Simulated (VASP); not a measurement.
# Sn (Im-3m) in VASP: single point with LDA

Aim: the single point of Sn with LDA.

Program: VASP 6.6.1. These are calculated values, not measurements. Logs are shortened: lines on timing, memory, paths and dates and some standing lists are left out, and cuts for length are marked.

## Step 1: The cell of the first run

The structure is cubic, space group Im-3m (No. 229). Conventional cell: a = 3.789 Å, b = 3.789 Å, c = 3.789 Å, α = 90.00°, β = 90.00°, γ = 90.00°. Within 4.3 Å of Sn (site symmetry m-3m) lie 14 Sn at 3.28 to 3.79 Å.

## Step 2: Single point, LDA

Contents of INCAR:

```
SYSTEM = Sn
ALGO = Normal
EDIFF = 1E-7
ENCUT = 520
ISIF = 2
ISMEAR = -1
LASPH = .True.
LCHARG = .True.
LELF = .True.
LREAL = .False.
LVHAR = .True.
LWAVE = .False.
NBANDS = 13
NELM = 60
PREC = Accurate
SIGMA = 0.05
```

Contents of KPOINTS:

```
k-points
0
Gamma
  9 9 9
  0 0 0
```

Contents of POSCAR:

```
Sn
1.0
   -1.8946518200      1.8946518200      1.8946518200
    1.8946518200     -1.8946518200      1.8946518200
    1.8946518200      1.8946518200     -1.8946518200
Sn
1
Direct
    0.0000000000      0.0000000000      0.0000000000
```

Potentials or basis: VASP PAW LDA potentials, release 64 (Sn_d).

The run is started by

```console
$ cat potpaw_LDA.64/Sn_d/POTCAR > POTCAR
$ mpirun -np 1 vasp_std > vasp.out
```

OUTCAR:

```text
SYSTEM = Sn
   EDIFF = 1E-7
   ENCUT = 520
   ISIF = 2
   ISMEAR = -1
   LASPH = .True.
   LREAL = .False.
   NELM = 60
   PREC = Accurate

 ion  position               nearest neighbor table
   1  0.000  0.000  0.000-

  LATTYP: Found a body centered cubic cell.
 ALAT       =     3.7893036400

  Lattice vectors:

 A1 = (  -1.8946518200,   1.8946518200,   1.8946518200)
 A2 = (   1.8946518200,  -1.8946518200,   1.8946518200)
 A3 = (   1.8946518200,   1.8946518200,  -1.8946518200)

Analysis of symmetry for initial positions (statically):
=====================================================================
 Subroutine PRICEL returns:
 Original cell was already a primitive cell.

 Routine SETGRP: Setting up the symmetry group for a
 body centered cubic supercell.

 Subroutine GETGRP returns: Found 48 space group operations
 (whereof 48 operations were pure point group operations)
 out of a pool of 48 trial point group operations.

The static configuration has the point symmetry O_h .

Analysis of symmetry for dynamics (positions and initial velocities):
=====================================================================
 Subroutine PRICEL returns:
 Original cell was already a primitive cell.

 Routine SETGRP: Setting up the symmetry group for a
 body centered cubic supercell.

 Subroutine GETGRP returns: Found 48 space group operations
 (whereof 48 operations were pure point group operations)
 out of a pool of 48 trial point group operations.

The dynamic configuration has the point symmetry O_h .

 Subroutine INISYM returns: Found 48 space group operations
 (whereof 48 operations are pure point group operations),
 and found     1 'primitive' translations

----------------------------------------------------------------------------------------

                                     Primitive cell

  volume of cell :      27.2050

  direct lattice vectors                    reciprocal lattice vectors
    -1.894651820  1.894651820  1.894651820     0.000000000  0.263900731  0.263900731
     1.894651820 -1.894651820  1.894651820     0.263900731  0.000000000  0.263900731
     1.894651820  1.894651820 -1.894651820     0.263900731  0.263900731  0.000000000

  length of vectors
     3.281633215  3.281633215  3.281633215     0.373211993  0.373211993  0.373211993

  position of ions in fractional coordinates (direct lattice)
     0.000000000  0.000000000  0.000000000

  ion indices of the primitive-cell ions
   primitive index   ion index
                 1           1

----------------------------------------------------------------------------------------

 KPOINTS: k-points

Automatic generation of k-mesh.
 Grid dimensions read from file:
 generate k-points for:    9    9    9

 Generating k-lattice:

  Cartesian coordinates                     Fractional coordinates (reciprocal lattice)
     0.000000000  0.029322303  0.029322303     0.111111111  0.000000000  0.000000000
     0.029322303  0.000000000  0.029322303     0.000000000  0.111111111  0.000000000
     0.029322303  0.029322303  0.000000000     0.000000000  0.000000000  0.111111111

  Length of vectors
     0.041467999  0.041467999  0.041467999

  Shift w.r.t. Gamma in fractional coordinates (k-lattice)
     0.000000000  0.000000000  0.000000000

 Subroutine IBZKPT returns following result:
 ===========================================

 Found     35 irreducible k-points:

 Following reciprocal coordinates:
            Coordinates               Weight
  0.000000  0.000000  0.000000      1.000000
  0.111111  0.000000  0.000000     12.000000
  0.222222  0.000000  0.000000     12.000000
  0.333333  0.000000  0.000000     12.000000
  0.444444  0.000000  0.000000     12.000000
  0.111111  0.111111  0.000000     24.000000
[... 16 lines left out ...]
 -0.333333  0.444444  0.111111     48.000000
 -0.444444 -0.444444  0.111111     24.000000
 [... further k-points ...]
   k-points           NKPTS =     35   k-points in BZ     NKDIM =     35   number of bands    NBANDS=     13
   number of dos      NEDOS =    301   number of ions     NIONS =      1
   total plane-waves  NPLWV =  13824
   dimension x,y,z NGX =    24 NGY =   24 NGZ =   24
   dimension x,y,z NGXF=    48 NGYF=   48 NGZF=   48
   ions per type =               1
   NGX,Y,Z   is equivalent  to a cutoff of  12.16, 12.16, 12.16 a.u.
   NGXF,Y,Z  is equivalent  to a cutoff of  24.32, 24.32, 24.32 a.u.
 SYSTEM =  Sn
   PREC   = accura    normal or accurate (medium, high low for compatibility)
   ISTART =      0    job   : 0-new  1-cont  2-samecut
   ICHARG =      2    charge: 1-file 2-atom 10-const
   ISPIN  =      1    spin polarized calculation?
   LNONCOLLINEAR =      F non collinear calculations
   LSORBIT =      F    spin-orbit coupling
   LASPH  =      T    aspherical Exc in radial PAW
   ENCUT  =  520.0 eV  38.22 Ry    6.18 a.u.   6.10  6.10  6.10*2*pi/ulx,y,z
   NELM   =     60;   NELMIN=  2; NELMDL= -5     # of ELM steps
   EDIFF  = 0.1E-06   stopping-criterion for ELM
   LREAL  =      F    real-space projection
   EDIFFG = 0.1E-05   stopping-criterion for IOM
   NSW    =      0    number of steps for IOM
   IBRION =     -1    ionic relax: 0-MD 1-quasi-New 2-CG
   NFREE  =      0    steps in history (QN), initial steepest desc. (CG)
   ISIF   =      2    stress and relaxation
   ISYM   =      2    0-nonsym 1-usesym 2-fastsym
   POTIM  = 0.5000    time-step for ionic-motion
   TEBEG  =    0.0;   TEEND  =   0.0 temperature during run
   PSTRESS=    0.0 pullay stress
   NELECT =      14.0000    total number of electrons
   NUPDOWN=      -1.0000    fix difference up-down
   EMIN   =  10.00;   EMAX   =-10.00  energy-range for DOS
   EFERMI =   0.00;   METHOD = LEGACY
   ISMEAR =    -1;   SIGMA  =   0.05  broadening in eV -4-tet -1-fermi 0-gaus
   EFERMI_NEDOS =   21; number of points for ismear=-14 and -15
   IALGO  =     38    algorithm
   IMIX   =      4    mixing-type and parameters
     AMIX     =   0.40;   BMIX     =  1.00
     AMIX_MAG =   1.60;   BMIX_MAG =  1.00
  volume/ion in A,a.u.               =      27.20       183.59
  Fermi-wavevector in a.u.,A,eV,Ry     =   1.311902  2.479136 23.416813  1.721087
  Thomas-Fermi vector in A             =   2.442332
   LORBIT       =      0    0 simple, 1 ext, 2 COOP (PROOUT), +10 PAW based schemes
   GGA     = CA    functional components
   LHFCALC =     F    Hartree Fock is set to
   AEXX    =    0.0000 exact exchange contribution
   IVDW    =     0    specifies the selected vdW correction
   LEPSILON=     F    determine dielectric tensor
   LRPA    =     F    only Hartree local field effects (RPA)
 non-spin polarized calculation
  energy-cutoff  :      520.00
  volume of cell :       27.20
 maximum number of plane-waves:       746
   NGX = 13   NGY = 13   NGZ = 13

 number of electron      13.9999996 magnetization

 Free energy of the ion-electron system (eV)
  ---------------------------------------------------
  ext. energy  EPLUGINS =         0.00000000
  ---------------------------------------------------
  free energy    TOTEN  =        -4.43156700 eV

  energy without entropy =       -4.42484865  energy(sigma->0) =       -4.42820783

 E-fermi :   7.6795     XC(G=0): -10.6026

 val. band max:        7.6265178703   @ k =   0.2222   0.2222   0.1111
 cond. band min:       7.6886127939   @ k =  -0.3333   0.3333   0.2222
 fundamental gap:      0.0620949236
 Fermi energy:         7.6795173938

 k-point     1 :       0.0000    0.0000    0.0000
  band No.  band energies     occupation
      1     -13.6610      2.00000
      2     -13.6610      2.00000
      3     -13.6610      2.00000
      4     -13.5198      2.00000
      5     -13.5198      2.00000
      6      -3.2948      2.00000
      7      15.6206      0.00000
      8      15.6206      0.00000
      9      15.6206      0.00000
     10      20.0134      0.00000
     11      20.0134      0.00000
     12      20.0134      0.00000
     13      20.5939      0.00000

 k-point     2 :       0.1111    0.0000    0.0000
  band No.  band energies     occupation
      1     -13.6664      2.00000
      2     -13.6532      2.00000
      3     -13.6353      2.00000
      4     -13.5258      2.00000
      5     -13.5206      2.00000
      6      -3.0265      2.00000
      7      13.6194      0.00000
      8      14.7184      0.00000
      9      15.2897      0.00000
     10      18.2573      0.00000
     11      18.6153      0.00000
     12      19.6476      0.00000
     13      21.3803      0.00000

 k-point     3 :       0.2222    0.0000    0.0000
  band No.  band energies     occupation
      1     -13.6801      2.00000
      2     -13.6384      2.00000
      3     -13.5695      2.00000
      4     -13.5368      2.00000
      5     -13.5225      2.00000
      6      -2.2209      2.00000
      7      10.1375      0.00000
      8      13.2320      0.00000
      9      14.4867      0.00000
     10      17.0158      0.00000
     11      17.4007      0.00000
     12      19.9584      0.00000
     13      21.9566      0.00000

 k-point     4 :       0.3333    0.0000    0.0000
  band No.  band energies     occupation
      1     -13.6956      2.00000
      2     -13.6354      2.00000
      3     -13.5373      2.00000
      4     -13.5245      2.00000
      5     -13.4935      2.00000
      6      -0.8908      2.00000
      7       6.8010      2.00000
      8      12.0494      0.00000
      9      13.7031      0.00000
     10      16.2406      0.00000
     11      16.6009      0.00000
     12      21.0651      0.00000
     13      22.7456      0.00000

 k-point     5 :       0.4444    0.0000    0.0000
  band No.  band energies     occupation
      1     -13.7057      2.00000
      2     -13.6421      2.00000
      3     -13.5298      2.00000
      4     -13.5258      2.00000
      5     -13.4431      2.00000
      6       0.8139      2.00000
      7       4.0576      2.00000
      8      11.4161      0.00000
      9      13.2569      0.00000
     10      15.8671      0.00000
     11      16.2051      0.00000
     12      22.4408      0.00000
     13      23.6141      0.00000
[... 257 lines left out ...]
 k-point    22 :      -0.4444    0.4444    0.1111
  band No.  band energies     occupation
      1     -13.6773      2.00000
      2     -13.6320      2.00000
      3     -13.5448      2.00000
      4     -13.5345      2.00000
      5     -13.4456      2.00000
      6       1.0626      2.00000
      7       4.3261      2.00000
      8      10.5615      0.00000
      9      12.1817      0.00000
     10      17.0794      0.00000
     11      17.4705      0.00000
     12      19.7190      0.00000
     13      21.6469      0.00000

 k-point    23 :      -0.3333    0.4444    0.1111
  band No.  band energies     occupation
      1     -13.6506      2.00000
      2     -13.6134      2.00000
      3     -13.5582      2.00000
      4     -13.5405      2.00000
      5     -13.4708      2.00000
      6       0.6442      2.00000
      7       5.9443      2.00000
      8       8.7080      0.00000
      9      12.7702      0.00000
     10      16.3575      0.00000
     11      17.6542      0.00000
     12      20.9459      0.00000
     13      21.5535      0.00000

 k-point    24 :      -0.4444   -0.4444    0.1111
  band No.  band energies     occupation
      1     -13.6536      2.00000
      2     -13.6177      2.00000
      3     -13.5651      2.00000
      4     -13.5288      2.00000
      5     -13.4504      2.00000
      6       1.9465      2.00000
      7       4.1930      2.00000
      8       8.3679      0.00000
      9      12.6406      0.00000
     10      16.6441      0.00000
     11      18.4571      0.00000
     12      19.1958      0.00000
     13      21.2453      0.00000

 [... further k-points ...]

------------------------ aborting loop because EDIFF is reached ----------------------------------------

  FORCE on cell =-STRESS in cart. coord.  units (eV):
  Direction    XX          YY          ZZ          XY          YZ          ZX
  --------------------------------------------------------------------------------------
  -------------------------------------------------------------------------------------
  Total       -0.6221140     -0.6221140     -0.6221140      0.0000000      0.0000000     -0.0000000
  in kB      -36.6380503    -36.6380503    -36.6380503      0.0000000      0.0000000     -0.0000000
  external PRESSURE =     -36.6380503 kB  Pullay stress =       0.0000000 kB

 VOLUME and BASIS-vectors are now :
 -----------------------------------------------------------------------------
  energy-cutoff  :      520.00
  volume of cell :       27.20
      direct lattice vectors                 reciprocal lattice vectors
    -1.894651820  1.894651820  1.894651820     0.000000000  0.263900731  0.263900731
     1.894651820 -1.894651820  1.894651820     0.263900731  0.000000000  0.263900731
     1.894651820  1.894651820 -1.894651820     0.263900731  0.263900731  0.000000000

 POSITION                                       TOTAL-FORCE (eV/Angst)
 -----------------------------------------------------------------------------------
      0.00000      0.00000      0.00000         0.000000      0.000000      0.000000
 -----------------------------------------------------------------------------------
    total drift:                                0.000000      0.000000     -0.000000

  FREE ENERGIE OF THE ION-ELECTRON SYSTEM (eV)
  ---------------------------------------------------
  free  energy   TOTEN  =        -4.4315670001 eV

  energy  without entropy=       -4.4248486527  energy(sigma->0) =       -4.42820783
```

Run time: 17 s. Hardware: 1 thread of Intel Xeon 8259CL, shared host; peak memory 0.13 GiB.

What came out:

| Quantity | Value |
| --- | --- |
| Free energy | -4.4316 eV |
| Pressure | -3.7 GPa |
| Band gap on the k mesh | zero (band 7 reaches 15.62 eV, above the bottom of band 8 at 5.37 eV) |

Levels at points of the mesh, in eV from the Fermi level:
```csv
k point,band 5,band 6,band 7,band 8,band 9,band 10
"(0.00, 0.00, 0.00)",-21.20,-10.97,7.94,7.94,7.94,12.33
```

Caveat: spin-orbit coupling is left out, which moves the levels of the heavy elements.
